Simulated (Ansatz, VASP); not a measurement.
## WC, level by level in two programs

```
W C
1.0
     0.00000    2.16305    2.16305
     2.16305    0.00000    2.16305
     2.16305    2.16305    0.00000
W C
1 1
Cartesian
  0.0000 0.0000 0.0000
  2.1630 2.1630 2.1630
```

Single points on this cell with VASP 6.6.1 and Ansatz 0.2.0. Each row is one pair of runs. Alike in all rows: spin: off; k mesh: 10 × 10 × 10; smearing: fermi-dirac, width 0.05 eV.

| level | VASP's potentials, cutoff | Ansatz's potentials, cutoff | gap on the k mesh at the Fermi level (eV), VASP | gap on the k mesh at the Fermi level (eV), Ansatz |
| --- | --- | --- | --- | --- |
| PBE | VASP PAW PBE potentials, release 64 (W_sv, C), 520 eV | Ansatz PAW, 420 eV | none | none |
| LDA | VASP PAW LDA potentials, release 64 (W_sv, C_h), 910 eV | Ansatz PAW, 420 eV | none | none |
| r2SCAN | VASP PAW PBE potentials, release 64 (W_sv, C_h), 910 eV | Ansatz PAW, 500 eV | none | none |

A gap of «none» marks a metal or a gap that the smearing closes.

Spin-orbit coupling is off throughout. Noted on VASP's runs: the cutoff is short for stress, so the pressure is rough.
